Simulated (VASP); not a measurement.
The system is Bi2Te3 (Tellurobismuthite).

```
Bi Te
1.0
     2.19300    1.26613   10.16567
    -2.19300    1.26613   10.16567
     0.00000   -2.53226   10.16567
Bi Te
2 3
Cartesian
  0.0000 0.0000 12.1988
  0.0000 0.0000 18.2982
  0.0000 0.0000 0.0000
  0.0000 0.0000 6.3891
  0.0000 0.0000 24.1079
```

Base run:

| Quantity | Value |
| --- | --- |
| Program | VASP 6.6.1 |
| Functional | PBE |
| Potentials or basis | VASP PAW PBE potentials, release 64 (Bi_d, Te) |
| Cutoff | 520 eV |
| k mesh | 6 × 6 × 6 |
| Occupations | fermi-dirac, width 0.1 eV |
| Spin | no spin polarisation |

Its results: band gap on the k mesh 0.28 eV, direct; pressure 1.9 GPa; largest force 0.025 eV/Å.

**Question.** The run is repeated on the same cell with these changes: k mesh from 6 × 6 × 6 to 2 × 2 × 2. What comes out?

**Answer.** Band gap on the k mesh 0.28 eV, direct; pressure 4.2 GPa; largest force 0.692 eV/Å.

Caveats: some runs use coarse meshes; spin-orbit coupling is left out, which moves the levels of the heavy elements.

A k mesh can miss the band edges.
